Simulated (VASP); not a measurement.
Wanted: the native input for a VASP 6.6.1 run.

```yaml
Task: single point
Functional: PBEsol
Potentials_or_basis: VASP PAW PBE potentials, release 64 (In_d, Ga_d, As)
Cutoff: 520 eV
k_mesh: 12 × 12 × 8
Occupations: gaussian, width 0.1 eV
Spin: no spin polarisation
Dipole_correction: no
Further_INCAR_settings: ALGO = Normal; EDIFF = 1e-06; NBANDS = 26
```

The structure of InGaAs2 lies in POSCAR:

```
InGaAs2
1.0
    3.7047253151      0.0000000000      0.0000000000
    0.0000000000      3.7047253151      0.0000000000
    0.0000000000      0.0000000000      5.3849739449
In Ga As
1 1 2
Direct
    0.0000000000      0.0000000000      0.5000000000
    0.5000000000      0.5000000000      0.0000000000
    0.5000000000      0.0000000000      0.7734676987
    0.0000000000      0.5000000000      0.2265323013
```

These files were run (other wordings do the same):

INCAR

```
ALGO = Normal
EDIFF = 1E-6
ENCUT = 520
GGA = PS
ISIF = 2
ISMEAR = 0
LASPH = True
LCHARG = False
LREAL = False
LWAVE = False
NBANDS = 26
NELM = 80
PREC = Accurate
SIGMA = 0.1
```

KPOINTS

```
k-points
0
Gamma
  12 12 8
```

Potentials or basis: VASP PAW PBE potentials, release 64 (In_d, Ga_d, As).

The run is started by

```bash
$ cat potpaw_PBE.64/In_d/POTCAR potpaw_PBE.64/Ga_d/POTCAR potpaw_PBE.64/As/POTCAR > POTCAR
$ mpirun -np 1 vasp_std > vasp.out
```

Results of the run:

```
Pressure               : 40.4 GPa
Largest force          : 0.003 eV/Å
Band gap on the k mesh : 0.52 eV (least direct gap 1.02 eV)
```

Caveat: the cell stands under pressure; semilocal functionals underestimate gaps, and a narrow one can read as zero; the PAW data sets were made with another functional, which shifts forces and pressure a little; spin-orbit coupling is left out, which moves the levels of the heavy elements.

Wall time 2.6 min on 1 thread of Intel(R) Xeon(R) Platinum 8488C (Sapphire Rapids), on a shared host, peak memory 0.38 GiB.
